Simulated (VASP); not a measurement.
# Na3OF (Pm-3m) in VASP: notebook

Na3OF is run at these levels: PBE, r2SCAN; tasks: single point.

Program: VASP 6.6.1. These are calculated values, not measurements. Logs are shortened: lines on timing, memory, paths and dates and some standing lists are left out, and cuts for length are marked.

### Step 1. The cell of the first run

The structure is cubic, space group Pm-3m (No. 221). Conventional cell: a = 4.494 Å, b = 4.494 Å, c = 4.494 Å, α = 90.00°, β = 90.00°, γ = 90.00°. F (site symmetry m-3m) has 12 Na at 3.18 Å and 8 O at 3.89 Å within 4.2 Å. O (site symmetry m-3m) has 6 Na at 2.25 Å within 3.0 Å. Within 3.0 Å of Na (site symmetry 4/mmm) lie 2 O at 2.25 Å.

### Step 2. Single point, PBE (18.15 Å³/atom)

The input, INCAR:

```
  PREC = Accurate
  ENCUT = 520
  EDIFF = 1E-7
  ISMEAR = 0
  SIGMA = 0.01
  LREAL = F
  LASPH = T
  NELM = 80
  ALGO = Normal
  ISIF = 2
  LWAVE = F
  LCHARG = F
  GGA = PE
  NBANDS = 25
```

The input, KPOINTS:

```
regular mesh
0
Gamma
  6 6 6
```

The input, POSCAR:

```
Na3OF
1.0
    4.4937139347      0.0000000000      0.0000000000
    0.0000000000      4.4937139347      0.0000000000
    0.0000000000      0.0000000000      4.4937139347
F O Na
1 1 3
Direct
    0.0000000000      0.0000000000      0.0000000000
    0.5000000000      0.5000000000      0.5000000000
    0.5000000000      0.5000000000      0.0000000000
    0.5000000000      0.0000000000      0.5000000000
    0.0000000000      0.5000000000      0.5000000000
```

Potentials or basis: VASP PAW PBE potentials, release 64 (F, O, Na_pv).

The run is started by

```console
$ cat potpaw_PBE.64/F/POTCAR potpaw_PBE.64/O/POTCAR potpaw_PBE.64/Na_pv/POTCAR > POTCAR
$ mpirun -np 1 vasp_std > vasp.out
```

OUTCAR:

```text
PREC = Accurate
   ENCUT = 520
   EDIFF = 1E-7
   ISMEAR = 0
   LREAL = F
   LASPH = T
   NELM = 80
   ISIF = 2
   GGA = PE

 ion  position               nearest neighbor table
   1  0.000  0.000  0.000-
   2  0.500  0.500  0.500-   3 2.25   4 2.25   5 2.25   3 2.25   4 2.25   5 2.25
   3  0.500  0.500  0.000-   2 2.25   2 2.25
   4  0.500  0.000  0.500-   2 2.25   2 2.25
   5  0.000  0.500  0.500-   2 2.25   2 2.25

  LATTYP: Found a simple cubic cell.
 ALAT       =     4.4937139347

  Lattice vectors:

 A1 = (   4.4937139347,   0.0000000000,   0.0000000000)
 A2 = (   0.0000000000,   4.4937139347,   0.0000000000)
 A3 = (   0.0000000000,   0.0000000000,   4.4937139347)

Analysis of symmetry for initial positions (statically):
=====================================================================
 Subroutine PRICEL returns:
 Original cell was already a primitive cell.

 Routine SETGRP: Setting up the symmetry group for a
 simple cubic supercell.

 Subroutine GETGRP returns: Found 48 space group operations
 (whereof 48 operations were pure point group operations)
 out of a pool of 48 trial point group operations.

The static configuration has the point symmetry O_h .

Analysis of symmetry for dynamics (positions and initial velocities):
=====================================================================
 Subroutine PRICEL returns:
 Original cell was already a primitive cell.

 Routine SETGRP: Setting up the symmetry group for a
 simple cubic supercell.

 Subroutine GETGRP returns: Found 48 space group operations
 (whereof 48 operations were pure point group operations)
 out of a pool of 48 trial point group operations.

The dynamic configuration has the point symmetry O_h .

 Subroutine INISYM returns: Found 48 space group operations
 (whereof 48 operations are pure point group operations),
 and found     1 'primitive' translations

----------------------------------------------------------------------------------------

                                     Primitive cell

  volume of cell :      90.7437

  direct lattice vectors                    reciprocal lattice vectors
     4.493713935  0.000000000  0.000000000     0.222533079  0.000000000  0.000000000
     0.000000000  4.493713935  0.000000000     0.000000000  0.222533079  0.000000000
     0.000000000  0.000000000  4.493713935     0.000000000  0.000000000  0.222533079

  length of vectors
     4.493713935  4.493713935  4.493713935     0.222533079  0.222533079  0.222533079

  position of ions in fractional coordinates (direct lattice)
     0.000000000  0.000000000  0.000000000
     0.500000000  0.500000000  0.500000000
     0.500000000  0.500000000  0.000000000
     0.500000000  0.000000000  0.500000000
     0.000000000  0.500000000  0.500000000

  ion indices of the primitive-cell ions
   primitive index   ion index
                 1           1
                 2           2
                 3           3
                 4           4
                 5           5

----------------------------------------------------------------------------------------

 KPOINTS: regular mesh

Automatic generation of k-mesh.
 Grid dimensions read from file:
 generate k-points for:    6    6    6

 Generating k-lattice:

  Cartesian coordinates                     Fractional coordinates (reciprocal lattice)
     0.037088847  0.000000000  0.000000000     0.166666667  0.000000000  0.000000000
     0.000000000  0.037088847  0.000000000     0.000000000  0.166666667  0.000000000
     0.000000000  0.000000000  0.037088847     0.000000000  0.000000000  0.166666667

  Length of vectors
     0.037088847  0.037088847  0.037088847

  Shift w.r.t. Gamma in fractional coordinates (k-lattice)
     0.000000000  0.000000000  0.000000000

 Subroutine IBZKPT returns following result:
 ===========================================

 Found     20 irreducible k-points:

 Following reciprocal coordinates:
            Coordinates               Weight
  0.000000  0.000000  0.000000      1.000000
  0.166667  0.000000  0.000000      6.000000
  0.333333  0.000000  0.000000      6.000000
  0.500000  0.000000  0.000000      3.000000
  0.166667  0.166667  0.000000     12.000000
  0.333333  0.166667  0.000000     24.000000
[... 12 lines left out ...]
  0.500000  0.500000  0.333333      6.000000
  0.500000  0.500000  0.500000      1.000000
   k-points           NKPTS =     20   k-points in BZ     NKDIM =     20   number of bands    NBANDS=     25
   number of dos      NEDOS =    301   number of ions     NIONS =      5
   total plane-waves  NPLWV =  46656
   dimension x,y,z NGX =    36 NGY =   36 NGZ =   36
   dimension x,y,z NGXF=    72 NGYF=   72 NGZF=   72
   ions per type =               1   1   3
   NGX,Y,Z   is equivalent  to a cutoff of  13.32, 13.32, 13.32 a.u.
   NGXF,Y,Z  is equivalent  to a cutoff of  26.64, 26.64, 26.64 a.u.
 SYSTEM =  unknown system
   PREC   = accura    normal or accurate (medium, high low for compatibility)
   ISTART =      0    job   : 0-new  1-cont  2-samecut
   ICHARG =      2    charge: 1-file 2-atom 10-const
   ISPIN  =      1    spin polarized calculation?
   LNONCOLLINEAR =      F non collinear calculations
   LSORBIT =      F    spin-orbit coupling
   LASPH  =      T    aspherical Exc in radial PAW
   ENCUT  =  520.0 eV  38.22 Ry    6.18 a.u.   8.36  8.36  8.36*2*pi/ulx,y,z
   NELM   =     80;   NELMIN=  2; NELMDL= -5     # of ELM steps
   EDIFF  = 0.1E-06   stopping-criterion for ELM
   LREAL  =      F    real-space projection
   EDIFFG = 0.1E-05   stopping-criterion for IOM
   NSW    =      0    number of steps for IOM
   IBRION =     -1    ionic relax: 0-MD 1-quasi-New 2-CG
   NFREE  =      0    steps in history (QN), initial steepest desc. (CG)
   ISIF   =      2    stress and relaxation
   ISYM   =      2    0-nonsym 1-usesym 2-fastsym
   POTIM  = 0.5000    time-step for ionic-motion
   TEBEG  =    0.0;   TEEND  =   0.0 temperature during run
   PSTRESS=    0.0 pullay stress
   NELECT =      34.0000    total number of electrons
   NUPDOWN=      -1.0000    fix difference up-down
   EMIN   =  10.00;   EMAX   =-10.00  energy-range for DOS
   EFERMI =   0.00;   METHOD = LEGACY
   ISMEAR =     0;   SIGMA  =   0.01  broadening in eV -4-tet -1-fermi 0-gaus
   EFERMI_NEDOS =   21; number of points for ismear=-14 and -15
   IALGO  =     38    algorithm
   IMIX   =      4    mixing-type and parameters
     AMIX     =   0.40;   BMIX     =  1.00
     AMIX_MAG =   1.60;   BMIX_MAG =  1.00
  volume/ion in A,a.u.               =      18.15       122.47
  Fermi-wavevector in a.u.,A,eV,Ry     =   1.180218  2.230289 18.951766  1.392915
  Thomas-Fermi vector in A             =   2.316515
   LORBIT       =      0    0 simple, 1 ext, 2 COOP (PROOUT), +10 PAW based schemes
   GGA     = PE    functional components
   LHFCALC =     F    Hartree Fock is set to
   AEXX    =    0.0000 exact exchange contribution
   IVDW    =     0    specifies the selected vdW correction
   LEPSILON=     F    determine dielectric tensor
   LRPA    =     F    only Hartree local field effects (RPA)
 non-spin polarized calculation
 Gauss-broadening in eV      SIGMA  =   0.01
  energy-cutoff  :      520.00
  volume of cell :       90.74
 maximum number of plane-waves:      2469
 NGX is ok and might be reduce to    36
   NGX = 17   NGY = 17   NGZ = 17

 number of electron      33.9999963 magnetization

 Free energy of the ion-electron system (eV)
  ---------------------------------------------------
  ext. energy  EPLUGINS =         0.00000000
  ---------------------------------------------------
  free energy    TOTEN  =       -18.83702921 eV

  energy without entropy =      -18.83702921  energy(sigma->0) =      -18.83702921

 E-fermi :  -0.7604     XC(G=0):  -7.6432

 val. band max:       -0.8051592329   @ k =   0.0000   0.0000   0.0000
 cond. band min:       1.0399350930   @ k =   0.0000   0.0000   0.0000
 fundamental gap:      1.8450943260
 Fermi energy:        -0.7603593595

 k-point     1 :       0.0000    0.0000    0.0000
  band No.  band energies     occupation
      1     -22.9331      2.00000
      2     -22.9331      2.00000
      3     -22.9331      2.00000
      4     -22.8973      2.00000
      5     -22.8973      2.00000
      6     -22.8973      2.00000
[... 17 lines left out ...]
     24      11.1297      0.00000
     25      11.1297      0.00000

 k-point     2 :       0.1667    0.0000    0.0000
  band No.  band energies     occupation
      1     -22.9313      2.00000
      2     -22.9298      2.00000
      3     -22.9298      2.00000
      4     -22.8986      2.00000
      5     -22.8986      2.00000
      6     -22.8978      2.00000
[... 17 lines left out ...]
     24      10.5705      0.00000
     25      10.5705      0.00000

 k-point     3 :       0.3333    0.0000    0.0000
  band No.  band energies     occupation
      1     -22.9270      2.00000
      2     -22.9220      2.00000
      3     -22.9220      2.00000
      4     -22.9028      2.00000
      5     -22.9028      2.00000
      6     -22.8988      2.00000
[... 17 lines left out ...]
     24       9.8923      0.00000
     25      10.3163      0.00000

 k-point     4 :       0.5000    0.0000    0.0000
  band No.  band energies     occupation
      1     -22.9244      2.00000
      2     -22.9155      2.00000
      3     -22.9155      2.00000
      4     -22.9073      2.00000
      5     -22.9073      2.00000
      6     -22.8993      2.00000
[... 17 lines left out ...]
     24       9.6327      0.00000
     25      10.2504      0.00000

 k-point     5 :       0.1667    0.1667    0.0000
  band No.  band energies     occupation
      1     -22.9367      2.00000
      2     -22.9268      2.00000
      3     -22.9224      2.00000
      4     -22.9044      2.00000
      5     -22.8997      2.00000
      6     -22.8915      2.00000
[... 17 lines left out ...]
     24       9.9909      0.00000
     25      10.2049      0.00000

 k-point     6 :       0.3333    0.1667    0.0000
  band No.  band energies     occupation
      1     -22.9384      2.00000
      2     -22.9195      2.00000
      3     -22.9162      2.00000
      4     -22.9092      2.00000
      5     -22.9031      2.00000
      6     -22.8856      2.00000
[... 17 lines left out ...]
     24       9.6627      0.00000
     25      10.9503      0.00000
[... 281 lines left out ...]
 k-point    17 :       0.3333    0.3333    0.3333
  band No.  band energies     occupation
      1     -22.9521      2.00000
      2     -22.9444      2.00000
      3     -22.9444      2.00000
      4     -22.8744      2.00000
      5     -22.8744      2.00000
      6     -22.8698      2.00000
[... 17 lines left out ...]
     24       9.8641      0.00000
     25      11.0547      0.00000

 k-point    18 :       0.5000    0.3333    0.3333
  band No.  band energies     occupation
      1     -22.9541      2.00000
      2     -22.9499      2.00000
      3     -22.9464      2.00000
      4     -22.8729      2.00000
      5     -22.8696      2.00000
      6     -22.8683      2.00000
[... 17 lines left out ...]
     24       9.4651      0.00000
     25      10.5938      0.00000

 k-point    19 :       0.5000    0.5000    0.3333
  band No.  band energies     occupation
      1     -22.9588      2.00000
      2     -22.9512      2.00000
      3     -22.9512      2.00000
      4     -22.8872      2.00000
      5     -22.8670      2.00000
      6     -22.8670      2.00000
[... 17 lines left out ...]
     24       8.7840      0.00000
     25      10.0910      0.00000

 k-point    20 :       0.5000    0.5000    0.5000
  band No.  band energies     occupation
      1     -22.9579      2.00000
      2     -22.9579      2.00000
      3     -22.9579      2.00000
      4     -22.9044      2.00000
      5     -22.8606      2.00000
      6     -22.8606      2.00000
[... 17 lines left out ...]
     24       8.0295      0.00000
     25       9.3134      0.00000

------------------------ aborting loop because EDIFF is reached ----------------------------------------

  FORCE on cell =-STRESS in cart. coord.  units (eV):
  Direction    XX          YY          ZZ          XY          YZ          ZX
  --------------------------------------------------------------------------------------
  -------------------------------------------------------------------------------------
  Total       -0.9690049     -0.9690049     -0.9690049     -0.0000000     -0.0000000     -0.0000000
  in kB      -17.1088286    -17.1088286    -17.1088286     -0.0000000     -0.0000000     -0.0000000
  external PRESSURE =     -17.1088286 kB  Pullay stress =       0.0000000 kB

 VOLUME and BASIS-vectors are now :
 -----------------------------------------------------------------------------
  energy-cutoff  :      520.00
  volume of cell :       90.74
      direct lattice vectors                 reciprocal lattice vectors
     4.493713935  0.000000000  0.000000000     0.222533079  0.000000000  0.000000000
     0.000000000  4.493713935  0.000000000     0.000000000  0.222533079  0.000000000
     0.000000000  0.000000000  4.493713935     0.000000000  0.000000000  0.222533079

 POSITION                                       TOTAL-FORCE (eV/Angst)
 -----------------------------------------------------------------------------------
      0.00000      0.00000      0.00000         0.000000      0.000000      0.000000
      2.24686      2.24686      2.24686         0.000000      0.000000      0.000000
      2.24686      2.24686      0.00000         0.000000      0.000000      0.000000
      2.24686      0.00000      2.24686         0.000000      0.000000      0.000000
      0.00000      2.24686      2.24686         0.000000      0.000000      0.000000
 -----------------------------------------------------------------------------------
    total drift:                                0.000000      0.000000      0.000000

  FREE ENERGIE OF THE ION-ELECTRON SYSTEM (eV)
  ---------------------------------------------------
  free  energy   TOTEN  =       -18.8370292131 eV

  energy  without entropy=      -18.8370292131  energy(sigma->0) =      -18.83702921
```

It took 16 s on 1 thread of Intel Xeon 6975P-C (Granite Rapids), shared host; peak memory 0.21 GiB.

Results:

```yaml
Free_energy: -18.8370 eV
Pressure: -1.7 GPa
Band_gap_on_the_k_mesh: 1.85 eV
```

Levels at points of the mesh, in eV from the valence-band top:
```tsv
k point	band 13	band 14	band 15	band 16	band 17	band 18	band 19	band 20	band 21	band 22
(0.00, 0.00, 0.00)	-1.99	-1.99	0.00	0.00	0.00	1.85	7.42	7.42	9.56	9.56
(0.50, 0.00, 0.00)	-1.96	-1.96	-0.71	-0.03	-0.03	4.38	4.46	8.40	9.55	9.55
(0.50, 0.50, 0.00)	-2.26	-1.94	-0.41	-0.41	-0.02	5.10	6.29	6.29	6.40	9.76
(0.50, 0.50, 0.50)	-2.12	-2.12	-0.52	-0.52	-0.52	6.48	6.48	6.48	8.04	8.04
```

(Continued in part 2 of 3.)
